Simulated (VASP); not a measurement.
# MoSe3 (Fm-3m) in VASP: relaxation of cell and atoms with PBE

Aim: the relaxation of cell and atoms of MoSe3 with PBE.

All numbers are computed with VASP 6.6.1; they aren't measurements. Logs are shortened: lines on timing, memory, paths and dates and some standing lists are left out, and cuts for length are marked.

### 1 The cell of the first run

It takes space group Fm-3m (No. 225, cubic). The conventional cell has a = 7.393 Å, b = 7.393 Å, c = 7.393 Å, α = 90.00°, β = 90.00°, γ = 90.00°. Within 4.2 Å of Mo (site symmetry m-3m) lie 14 Se at 3.20 to 3.70 Å. Se (site symmetry m-3m) has 8 Se at 3.20 Å and 6 Mo at 3.70 Å within 4.2 Å. Within 4.2 Å of Se (site symmetry -43m) lie 4 Mo at 3.20 Å and 10 Se at 3.20 to 3.70 Å.

The cell was built from a structure type or drawn by symmetry, and may not be a known phase.

### 2 Relaxation of cell and atoms, PBE, collinear spin

INCAR reads:

```
SYSTEM = MoSe3
ALGO = Normal ; EDIFF = 1E-7
EDIFFG = -0.08 ; ENCUT = 500
GGA = PE ; GGA_COMPAT = .False.
IBRION = 2 ; ISIF = 3
ISMEAR = 0 ; ISPIN = 2
LASPH = .True. ; LCHARG = .False.
LMAXMIX = 4 ; LORBIT = 11
LREAL = .False. ; LWAVE = .False.
MAGMOM = 1 0 0 0 ; NELM = 200
NELMIN = 4 ; NSW = 36
PREC = Accurate ; SIGMA = 0.15
```

KPOINTS reads:

```
k-points
0
Gamma
  3 3 3
  0 0 0
```

POSCAR reads:

```
MoSe3
1.0
    0.0000000000      3.6966782000      3.6966782000
    3.6966782000      0.0000000000      3.6966782000
    3.6966782000      3.6966782000      0.0000000000
Mo Se
1 3
Direct
    0.0000000000      0.0000000000      0.0000000000
    0.5000000000      0.5000000000      0.5000000000
    0.2500000000      0.2500000000      0.2500000000
    0.7500000000      0.7500000000      0.7500000000
```

Potentials or basis: VASP PAW PBE potentials, release 64 (Mo_sv, Se).

On the command line:

```console
cat potpaw_PBE.64/Mo_sv/POTCAR potpaw_PBE.64/Se/POTCAR > POTCAR
mpirun -np 1 vasp_std > vasp.out
```

OUTCAR:

```text
SYSTEM = MoSe3
   EDIFF = 1E-7
   EDIFFG = -0.08
   ENCUT = 500
   GGA = PE
   IBRION = 2
   ISIF = 3
   ISMEAR = 0
   ISPIN = 2
   LASPH = .True.
   LORBIT = 11
   LREAL = .False.
   NELM = 200
   NELMIN = 4
   NSW = 36
   PREC = Accurate

 ion  position               nearest neighbor table
   1  0.000  0.000  0.000-
   2  0.500  0.500  0.500-
   3  0.250  0.250  0.250-
   4  0.750  0.750  0.750-

  LATTYP: Found a face centered cubic cell.
 ALAT       =     7.3933564000

  Lattice vectors:

 A1 = (   0.0000000000,   3.6966782000,   3.6966782000)
 A2 = (   3.6966782000,   0.0000000000,   3.6966782000)
 A3 = (   3.6966782000,   3.6966782000,   0.0000000000)

Analysis of symmetry for initial positions (statically):
=====================================================================
 Subroutine PRICEL returns:
 Original cell was already a primitive cell.

 Routine SETGRP: Setting up the symmetry group for a
 face centered cubic supercell.

 Subroutine GETGRP returns: Found 48 space group operations
 (whereof 48 operations were pure point group operations)
 out of a pool of 48 trial point group operations.

The static configuration has the point symmetry O_h .

Analysis of symmetry for dynamics (positions and initial velocities):
=====================================================================
 Subroutine PRICEL returns:
 Original cell was already a primitive cell.

 Routine SETGRP: Setting up the symmetry group for a
 face centered cubic supercell.

 Subroutine GETGRP returns: Found 48 space group operations
 (whereof 48 operations were pure point group operations)
 out of a pool of 48 trial point group operations.

The dynamic configuration has the point symmetry O_h .

Analysis of structural, dynamic, and magnetic symmetry:
=====================================================================
 Subroutine PRICEL returns:
 Original cell was already a primitive cell.

 Routine SETGRP: Setting up the symmetry group for a
 face centered cubic supercell.

 Subroutine GETGRP returns: Found 48 space group operations
 (whereof 48 operations were pure point group operations)
 out of a pool of 48 trial point group operations.

The overall configuration has the point symmetry O_h .

 Subroutine INISYM returns: Found 48 space group operations
 (whereof 48 operations are pure point group operations),
 and found     1 'primitive' translations

----------------------------------------------------------------------------------------
[... 77 lines left out ...]
   LREAL  =      F    real-space projection
   EDIFFG = -.8E-01   stopping-criterion for IOM
   NSW    =     36    number of steps for IOM
   IBRION =      2    ionic relax: 0-MD 1-quasi-New 2-CG
   NFREE  =      1    steps in history (QN), initial steepest desc. (CG)
   ISIF   =      3    stress and relaxation
   ISYM   =      2    0-nonsym 1-usesym 2-fastsym
   POTIM  = 0.5000    time-step for ionic-motion
   TEBEG  =    0.0;   TEEND  =   0.0 temperature during run
   PSTRESS=    0.0 pullay stress
   NELECT =      32.0000    total number of electrons
   NUPDOWN=      -1.0000    fix difference up-down
   EMIN   =  10.00;   EMAX   =-10.00  energy-range for DOS
   EFERMI =   0.00;   METHOD = LEGACY
   ISMEAR =     0;   SIGMA  =   0.15  broadening in eV -4-tet -1-fermi 0-gaus
   EFERMI_NEDOS =   21; number of points for ismear=-14 and -15
   IALGO  =     38    algorithm
   IMIX   =      4    mixing-type and parameters
     AMIX     =   0.40;   BMIX     =  1.00
     AMIX_MAG =   1.60;   BMIX_MAG =  1.00
  volume/ion in A,a.u.               =      25.26       170.45
  Fermi-wavevector in a.u.,A,eV,Ry     =   1.115929  2.108800 16.943298  1.245297
  Thomas-Fermi vector in A             =   2.252538
   LORBIT       =     11    0 simple, 1 ext, 2 COOP (PROOUT), +10 PAW based schemes
   GGA     = PE    functional components
   LHFCALC =     F    Hartree Fock is set to
   AEXX    =    0.0000 exact exchange contribution
   IVDW    =     0    specifies the selected vdW correction
   LEPSILON=     F    determine dielectric tensor
   LRPA    =     F    only Hartree local field effects (RPA)
 conjugate gradient relaxation of ions
 spin polarized calculation
 Gauss-broadening in eV      SIGMA  =   0.15
  energy-cutoff  :      500.00
  volume of cell :      101.03
 maximum number of plane-waves:      2637
 NGX is ok and might be reduce to    40
   NGX = 19   NGY = 19   NGZ = 19

--------------------------------------- Ionic step        1  -------------------------------------------

 number of electron      32.0000002 magnetization      -0.0100800

 number of electron      31.9999999 magnetization       0.0003620

 Free energy of the ion-electron system (eV)
  ---------------------------------------------------
  ext. energy  EPLUGINS =         0.00000000
  ---------------------------------------------------
  free energy    TOTEN  =       -17.21021622 eV

  energy without entropy =      -17.14522979  energy(sigma->0) =      -17.17772300

 E-fermi :   3.9609     XC(G=0):  -9.9173

 val. band max:        3.9550770998   @ k =  -0.3333   0.3333   0.0000
 cond. band min:       4.2217624061   @ k =   0.3333   0.0000   0.0000
 fundamental gap:      0.2666853063
 Fermi energy:         3.9608638145

 spin component 1

 k-point     1 :       0.0000    0.0000    0.0000
  band No.  band energies     occupation
      1     -57.5514      1.00000
      2     -31.5477      1.00000
      3     -31.5477      1.00000
      4     -31.5477      1.00000
      5      -9.9556      1.00000
      6      -7.7563      1.00000
[... 263 lines left out ...]
 number of electron      32.0000000 magnetization      -0.0022229

 number of electron      32.0000000 magnetization       0.0002238

 Free energy of the ion-electron system (eV)
  ---------------------------------------------------
  ext. energy  EPLUGINS =         0.00000000
  ---------------------------------------------------
  free energy    TOTEN  =       -19.71474216 eV

  energy without entropy =      -19.66385068  energy(sigma->0) =      -19.68929642

 E-fermi :   8.5253     XC(G=0): -11.6735

 val. band max:        8.2840190972   @ k =   0.3333   0.0000   0.0000
 cond. band min:       8.6112138553   @ k =  -0.3333   0.3333   0.0000
 fundamental gap:      0.3271947581
 Fermi energy:         8.5252863891

 spin component 1

 k-point     1 :       0.0000    0.0000    0.0000
  band No.  band energies     occupation
      1     -53.0848      1.00000
      2     -27.1331      1.00000
      3     -27.1331      1.00000
      4     -27.1331      1.00000
      5      -8.3314      1.00000
      6      -3.7100      1.00000
[... 215 lines left out ...]
  FREE ENERGIE OF THE ION-ELECTRON SYSTEM (eV)
  ---------------------------------------------------
  free  energy   TOTEN  =       -19.7147421561 eV

  energy  without entropy=      -19.6638506823  energy(sigma->0) =      -19.68929642

 reached required accuracy - stopping structural energy minimisation

 total charge

# of ion       s       p       d       tot
------------------------------------------
    1        2.229   6.097   3.754  12.080
    2        1.546   2.062   0.091   3.699
    3        1.500   2.180   0.090   3.770
    4        1.500   2.180   0.090   3.770
--------------------------------------------------
tot          6.774  12.519   4.025  23.318

 magnetization (x)

# of ion       s       p       d       tot
------------------------------------------
    1        0.000   0.000   0.000   0.000
    2        0.000   0.000  -0.000   0.000
    3        0.000  -0.000   0.000  -0.000
    4        0.000  -0.000   0.000  -0.000
--------------------------------------------------
tot          0.000   0.000   0.000   0.000
```

OSZICAR:

```text
N       E                     dE             d eps       ncg     rms          rms(c)
DAV:   1     0.177483178735E+03    0.17748E+03   -0.14736E+04   376   0.131E+03
DAV:   2    -0.923229385267E+01   -0.18672E+03   -0.18028E+03   428   0.285E+02
[... 53 lines left out ...]
DAV:  16    -0.197147376779E+02    0.56948E-05   -0.14409E-05   367   0.224E-02    0.509E-02
DAV:  17    -0.197147426408E+02   -0.49629E-05   -0.99706E-06   349   0.184E-02    0.212E-02
DAV:  18    -0.197147424971E+02    0.14370E-06   -0.26155E-07   325   0.355E-03    0.154E-02
DAV:  19    -0.197147422225E+02    0.27458E-06   -0.24363E-07   295   0.252E-03    0.115E-02
DAV:  20    -0.197147421103E+02    0.11224E-06   -0.30818E-07   326   0.284E-03    0.701E-03
DAV:  21    -0.197147421561E+02   -0.45781E-07   -0.94934E-08   192   0.190E-03
   3 F= -.19714742E+02 E0= -.19689296E+02  d E =-.250453E+01  mag=     0.0001
```

CONTCAR:

```text
MoSe3
   1.00000000000000
     0.0000000000000000    3.2694220088044244    3.2694220088044244
     3.2694220088044244    0.0000000000000000    3.2694220088044244
     3.2694220088044244    3.2694220088044244   -0.0000000000000000
  Mo              Se
     1     3
Direct
     0.0000000000000000    0.0000000000000000    0.0000000000000000
     0.5000000000000000    0.5000000000000000    0.5000000000000000
     0.2500000000000000    0.2500000000000000    0.2500000000000000
     0.7500000000000000    0.7500000000000000    0.7500000000000000

  0.00000000E+00  0.00000000E+00  0.00000000E+00
  0.00000000E+00  0.00000000E+00  0.00000000E+00
  0.00000000E+00  0.00000000E+00  0.00000000E+00
  0.00000000E+00  0.00000000E+00  0.00000000E+00
```

Wall time 74 s (1 thread of AMD EPYC 9R45 (Zen 5), shared host); peak memory 0.26 GiB.

Results:

```yaml
Free_energy: -19.7147 eV
Relaxed_volume: 17.47 Å³/atom
Relaxed_cell: a = 4.624 Å, b = 4.624 Å, c = 4.624 Å, α = 60.00°, β = 60.00°, γ = 60.00°
Space_group_after_relaxing_to_0.1_Å: Fm-3m (No. 225)
Energy_gained_by_relaxing: 626.1 meV/atom
Ionic_steps: 3
Pressure_after_relaxing: 0.0 GPa
Band_gap_on_the_k_mesh: zero (filled and empty bands overlap)
Net_moment: 0.00 μB per cell
Valence_electrons_inside_the_program's_atomic_spheres: Mo 12.08; Se 3.70, 3.77 (each value once)
```

Step by step:
```tsv
step	energy change (eV)	largest force (eV/Å)	pressure (GPa)	volume (Å³)
1	0.0000	0.0000	-17.96	101.03
2	-2.3644	0.0000	9.89	65.02
3	-2.5045	0.0000	-0.02	69.89
```

Final structure:
```yaml
crystal:
  lattice:
    - [0.00000, 3.26942, 3.26942]
    - [3.26942, 0.00000, 3.26942]
    - [3.26942, 3.26942, 0.00000]
  atoms:
    - { symbol: Mo, position: [0.00000, 0.00000, 0.00000] }
    - { symbol: Se, position: [0.50000, 0.50000, 0.50000] }
    - { symbol: Se, position: [0.25000, 0.25000, 0.25000] }
    - { symbol: Se, position: [0.75000, 0.75000, 0.75000] }
```

Levels at points of the mesh, in eV from the Fermi level:
Spin up:
```csv
k point,band 14,band 15,band 16,band 17,band 18,band 19
"(0.00, 0.00, 0.00)",-1.58,-1.58,-0.42,-0.42,-0.42,2.06
```
Spin down:
| k point | band 12 | band 13 | band 14 | band 15 | band 16 | band 17 | band 18 | band 19 | band 20 | band 21 |
| --- | --- | --- | --- | --- | --- | --- | --- | --- | --- | --- |
| (0.00, 0.00, 0.00) | -4.40 | -4.40 | -1.58 | -1.58 | -0.42 | -0.42 | -0.42 | 2.06 | 2.06 | 2.06 |

Caveat: the k points lie up to 0.55 Å⁻¹ apart in the final cell, too coarse for converged energies and pressures of a metal; the volume moved by over 15 % at a fixed basis, so the end points are rough.
